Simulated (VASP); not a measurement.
Wanted: the native input for a VASP 6.6.1 run.

```yaml
Task: single point
Functional: PBEsol
Potentials_or_basis: VASP PAW PBE potentials, release 64 (Cu)
Cutoff: 520 eV
k_mesh: 14 × 10 × 1
Occupations: fermi-dirac, width 0.1 eV
Spin: no spin polarisation
Dipole_correction: yes
Further_INCAR_settings: ALGO = Normal; EDIFF = 1e-06; NBANDS = 30
```

The structure of Cu lies in POSCAR:

```
Cu
1.0
    2.5198192003      0.0000000000      0.0000000000
    0.0000000000      3.5635624878      0.0000000000
    0.0000000000      0.0000000000     19.7797000000
Cu
4
Direct
    0.2500000000      0.2500000000      0.4092123972
    0.7500000000      0.7500000000      0.4651951732
    0.2500000000      0.2500000000      0.5348041790
    0.7500000000      0.7500000000      0.5907882502
```

The input as run:

INCAR

```
SYSTEM = Cu
ALGO = Normal
DIPOL = 0.5 0.5 0.500
EDIFF = 1E-6
ENCUT = 520
GGA = PS
IDIPOL = 3
ISIF = 2
ISMEAR = -1
LASPH = .TRUE.
LCHARG = .TRUE.
LDIPOL = .TRUE.
LELF = .TRUE.
LREAL = .FALSE.
LVACPOTAV = .TRUE.
LVHAR = .TRUE.
LWAVE = .FALSE.
NBANDS = 30
NELM = 100
PREC = Accurate
SIGMA = 0.1
```

KPOINTS

```
k-points
0
G
  14 10 1
  0 0 0
```

Potentials or basis: VASP PAW PBE potentials, release 64 (Cu).

Run with:

```bash
$ cat potpaw_PBE.64/Cu/POTCAR > POTCAR
$ mpirun -np 1 vasp_std > vasp.out
```

Results of the run:

```json
{
  "Largest force": "0.042 eV/Å",
  "Band gap on the k mesh": "zero (bands 22 and 23 overlap by 2.64 eV)"
}
```

Caveat: the PAW data sets were made with another functional, which shifts forces and pressure a little.

Run time: 4.3 min on 1 thread of Intel(R) Xeon(R) Platinum 8488C (Sapphire Rapids), on a shared host, peak memory 0.38 GiB.
